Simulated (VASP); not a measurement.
Set up this calculation in VASP 6.6.1, as the native input.

* Task: single point
* Functional: PBE
* Potentials or basis: VASP PAW PBE potentials, release 64 (Hg, Te)
* Cutoff: 520 eV
* k mesh: 7 × 7 × 7
* Occupations: gaussian, width 0.05 eV
* Spin: no spin polarisation
* Dipole correction: no
* Further INCAR settings: ALGO = Normal; EDIFF = 1e-07; NBANDS = 16

The structure of HgTe lies in POSCAR:

```
HgTe
1.0
    0.0000000000      3.1800000000      3.1800000000
    3.1800000000      0.0000000000      3.1800000000
    3.1800000000      3.1800000000      0.0000000000
Hg Te
1 1
Direct
    0.0000000000      0.0000000000      0.0000000000
    0.5000000000      0.5000000000      0.5000000000
```

These files were run (other wordings do the same):

INCAR

```
PREC = Accurate ; ENCUT = 520
EDIFF = 1E-7 ; ISMEAR = 0
SIGMA = 0.05 ; LREAL = F
LASPH = T ; NELM = 60
ALGO = Normal ; ISIF = 2
LWAVE = F ; LCHARG = F
GGA = PE ; NBANDS = 16
```

KPOINTS

```
Automatic mesh
0
Gamma
  7 7 7
```

Potentials or basis: VASP PAW PBE potentials, release 64 (Hg, Te).

The run is started by

```console
$ cat potpaw_PBE.64/Hg/POTCAR potpaw_PBE.64/Te/POTCAR > POTCAR
$ mpirun -np 1 vasp_std > vasp.out
```

It gave:

- Pressure: -3.7 GPa
- Band gap on the k mesh: zero (band 9 reaches 3.25 eV, above the bottom of band 10 at 1.34 eV)

Caveat: spin-orbit coupling is left out, which moves the levels of the heavy elements.

It took 8.3 s on 1 thread of Intel(R) Xeon(R) 6975P-C (Granite Rapids), with other jobs on the host, peak memory 0.2 GiB.
